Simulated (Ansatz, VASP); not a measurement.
# One calculation of KRh, two programs

```
K Rh
1.0
     2.89406    0.00000    0.00000
    -1.44703    2.50633    0.00000
     0.00000    0.00000    5.75740
K Rh
1 1
Direct
  0.00000 0.00000 0.00000
  0.00000 0.00000 0.50000
```

Alike in both runs: functional PBE; k mesh 6 × 6 × 4; occupations gaussian, width 0.1 eV; no spin polarisation.

Ansatz relaxed the structure, and its values are those at the end. VASP's run is a single point on that final structure, the one shown.

```csv
,VASP,Ansatz
version,VASP 6.6.1,Ansatz 0.2.0
potentials or method,"VASP PAW PBE potentials, release 64 (K_sv, Rh_pv), cutoff 520 eV","scalar-relativistic, plane waves, PAW"
valence electrons in the cell,24,26
```

Ansatz gave:

- gap on the k mesh at the Fermi level (eV): none
- pressure (GPa): -0.2

Question: What did VASP give for the same quantities?

Answer: gap on the k mesh at the Fermi level (eV): none; pressure (GPa): 0.1.

A gap of «none» marks a metal or a gap that the smearing closes. The functional is the same, so the differences come from potentials, cutoffs and numerics. VASP's potentials hold 24 valence electrons a cell and Ansatz's 26, so a difference there can come from the potentials and not from the codes.

The k mesh is coarse, so the values compare programs but aren't converged.
